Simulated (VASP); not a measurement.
Hf2F:

```
Hf F
1.0
     3.68100    0.00000    0.00000
    -1.84050    3.18784    0.00000
     0.00000    0.00000    3.97450
Hf F
2 1
Direct
  0.33333 0.66667 0.50000
  0.66667 0.33333 0.50000
  0.00000 0.00000 0.00000
```

| Property | Result |
| --- | --- |
| Program | VASP 6.6.1 |
| Task | relaxation of cell and atoms |
| Functional | PBE |
| Potentials or basis | VASP PAW PBE potentials, release 64 (Hf_pv, F) |
| Cutoff | 600 eV |
| k mesh | 6 × 6 × 4 |
| Occupations | gaussian, width 0.1 eV |
| Spin | no spin polarisation |

At the start: pressure 60.3 GPa; volume 15.55 Å³/atom.

**Question.** Where does the relaxation end?

**Answer.** Over 14 steps the energy falls by 2820.0 meV/atom and the volume is 19.44 Å³/atom (+25.1 %); space group P6/mmm (No. 191, to 0.05 Å).

Step by step:
```tsv
step	energy change (eV)	largest force (eV/Å)	pressure (GPa)	volume (Å³)
1	0.0000	0.0000	60.29	46.64
2	-5.4195	0.0000	-15.64	94.48
3	-6.2417	0.0000	-2.84	76.29
4	-6.2667	0.0000	-5.23	78.83
5	-7.2220	0.0000	-7.25	72.12
6	-8.2401	0.0000	-6.86	64.09
7	-1.7703	0.0000	69.14	45.89
8	-8.3392	0.0000	-6.13	62.90
9	-8.4189	0.0000	-2.75	59.89
10	-8.4258	0.0000	-3.80	60.71
11	-8.4141	0.0000	5.14	55.44
12	-8.4595	0.0000	0.09	58.23
13	-8.4595	0.0000	0.17	58.18
14	-8.4600	0.0000	-0.01	58.33
```

Final structure:
```xyz
3
Lattice="4.8940 0.0000 0.0000 -2.4470 4.2384 0.0000 0.0000 0.0000 2.8120" Properties=species:S:1:pos:R:3 pbc="T T T"
Hf    0.0000    2.8256    1.4060
Hf    2.4470    1.4128    1.4060
F     0.0000    0.0000    0.0000
```

Caveat: the k points lie up to 0.56 Å⁻¹ apart in the final cell; the volume moved by over 15 % at a fixed basis, so the end points are rough; an odd number of electrons without spin polarisation forces a metal; a magnetic or distorted state may lie lower.
